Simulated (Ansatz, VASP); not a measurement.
# TiO2: VASP beside Ansatz

Contents of INCAR:

```
PREC = Accurate
ENCUT = 520
EDIFF = 1E-6
ISMEAR = -1
SIGMA = 0.05
LREAL = F
LASPH = T
NELM = 100
ALGO = Normal
ISIF = 2
LWAVE = F
LCHARG = F
GGA = PE
NBANDS = 33
```

File KPOINTS:

```
regular mesh
0
Gamma
  7 7 10
```

POSCAR

```
TiO2
1.0
    4.5940000000      0.0000000000      0.0000000000
    0.0000000000      4.5940000000      0.0000000000
    0.0000000000      0.0000000000      3.0477700000
Ti O
2 4
Direct
    0.0000000000      0.0000000000      0.0000000000
    0.5000000000      0.5000000000      0.5000000000
    0.3060000000      0.3060000000      0.0000000000
    0.1940000000      0.8060000000      0.5000000000
    0.6940000000      0.6940000000      0.0000000000
    0.8060000000      0.1940000000      0.5000000000
```

Input for Ansatz:

```yaml
crystal:
  lattice:
    - [4.594, 0.0, 0.0]
    - [0.0, 4.594, 0.0]
    - [0.0, 0.0, 3.04777]
  atoms:
    - { symbol: Ti, position: [0.0, 0.0, 0.0] }
    - { symbol: Ti, position: [0.5, 0.5, 0.5] }
    - { symbol: O, position: [0.306, 0.306, 0.0] }
    - { symbol: O, position: [0.194, 0.806, 0.5] }
    - { symbol: O, position: [0.694, 0.694, 0.0] }
    - { symbol: O, position: [0.806, 0.194, 0.5] }
kpoints:
  mp_grid: { grid: [7, 7, 10] }
  band_path:
    path:
      - [0.0, 0.0, 0.0]
      - [0.0, 0.5, 0.0]
      - [0.5, 0.5, 0.0]
      - [0.0, 0.0, 0.0]
      - [0.0, 0.0, 0.5]
      - [0.0, 0.5, 0.5]
      - [0.5, 0.5, 0.5]
      - [0.0, 0.0, 0.5]
      - [0.0, 0.5, 0.0]
    npoints: 5
scf:
  occupations: { method: fermi_dirac, width: 0.05 }
hamiltonian:
  xc: pbe
  pseudopotentials: { kind: all_electron, lapw: { basis_error: 0.0005 } }
output:
  forces: true
  stress: true
  eigenvalues: true
```

Change from the starting cell: zz strain of +3 %.

Alike in both runs: task single point; functional PBE; k mesh 7 × 7 × 10; occupations fermi-dirac, width 0.05 eV; no spin polarisation.

|  | VASP | Ansatz |
| --- | --- | --- |
| version | VASP 6.6.1 | Ansatz 0.2.0 |
| potentials or method | VASP PAW PBE potentials, release 64 (Ti_sv, O), cutoff 520 eV | all-electron LAPW, scalar-relativistic |

|  | VASP | Ansatz | Ansatz less VASP |
| --- | --- | --- | --- |
| pressure (GPa) | -2.0 | -2.7 | -0.64 |
| traceless stress, the component that is largest in VASP (GPa) | -6.27 | -6.47 | -0.200 |
| rms of the force components (eV/Å) | 0.052 | 0.044 | -0.0082 |

Atom by atom the forces differ by 0.008 eV/Å (rms over components). Ansatz ran all-electron here, and VASP with PAW potentials.
